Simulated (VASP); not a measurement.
**Si7W3: single point with PBEsol**

The system is Si7W3, a slab with vacuum.

```
CELL_PARAMETERS angstrom
3.20250 0.00000 0.00000
-1.60125 4.22320 0.00000
0.00000 0.00000 26.90925
ATOMIC_POSITIONS crystal
Si 0.43017 0.86034 0.31588
Si 0.85735 0.71469 0.38955
Si 0.57393 0.14786 0.42600
Si 0.00014 0.00091 0.49973
Si 0.71084 0.42177 0.53819
Si 0.14180 0.28324 0.61286
Si 0.88385 0.76848 0.65242
W 0.14376 0.28752 0.35271
W 0.28540 0.57117 0.46250
W 0.42406 0.84858 0.57024
```

| Item | Value |
| --- | --- |
| Program | VASP 6.6.1 |
| Task | single point |
| Functional | PBEsol |
| Potentials or basis | VASP PAW PBE potentials, release 64 (Si, W_sv) |
| Cutoff | 520 eV |
| k mesh | 10 × 7 × 1 |
| Occupations | gaussian, width 0.1 eV |
| Spin | no spin polarisation |
| Dipole correction | yes |
| Further INCAR settings | ALGO = Normal; EDIFF = 1e-06; NBANDS = 46 |

The largest force is 0.883 eV/Å. The band gap on the k mesh is zero (band 35 reaches 1.12 eV, above the bottom of band 36 at 0.51 eV).

Forces on the atoms (eV/Å):
```
Si  -0.005  0.131  0.580
Si  -0.003 -0.037 -0.882
Si  -0.001 -0.250 -0.395
Si   0.000  0.004 -0.002
Si   0.000 -0.008  0.000
Si   0.000  0.003  0.009
Si   0.000  0.001  0.011
W    0.008  0.149  0.660
W    0.000  0.003  0.004
W    0.000  0.004  0.016
```

Levels at points of the mesh, in eV from the Fermi level:
```
           k point  band 32  band 33  band 34  band 35  band 36  band 37  band 38  band 39
(0.00, 0.00, 0.00)    -0.84    -0.40    -0.28    -0.03     0.87     2.02     2.20     2.94
(0.50, 0.00, 0.00)    -1.33    -0.75    -0.58    -0.42    -0.06     1.72     1.80     2.40
```

It took 18 min on 1 thread of Intel(R) Xeon(R) Platinum 8375C CPU @ 2.90GHz (Ice Lake) (shared host), peak memory 0.7 GiB.

Caveat: the PAW data sets were made with another functional, which shifts forces and pressure a little; spin-orbit coupling is left out, which moves the levels of the heavy elements.
